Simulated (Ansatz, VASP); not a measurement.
## One calculation of CaO, two programs

```
CELL_PARAMETERS angstrom
0.00000 2.38336 2.38336
2.38336 0.00000 2.38336
2.38336 2.38336 0.00000
ATOMIC_POSITIONS crystal
Ca 0.00000 0.00000 0.00000
O 0.50000 0.50000 0.50000
```

Alike in both runs: task single point; functional PBEsol; k mesh 8 × 8 × 8; no spin polarisation.

```csv
,VASP,Ansatz
version,VASP 6.6.1,Ansatz 0.2.0
potentials or method,"VASP PAW PBE potentials, release 64 (Ca_sv, O), cutoff 600 eV","scalar-relativistic, plane waves, PAW"
occupations,"gaussian, width 0.01 eV",fixed
valence electrons in the cell,16,16
```

```tsv
	VASP	Ansatz	Ansatz less VASP
gap on the k mesh at the Fermi level (eV)	3.52	3.54	+0.022
least direct gap on the mesh (eV)	3.89	3.92	+0.021
pressure (GPa)	0.6	0.0	-0.56
```

VASP's potentials were made for PBE, not for PBEsol, and Ansatz warns of the same on its side.
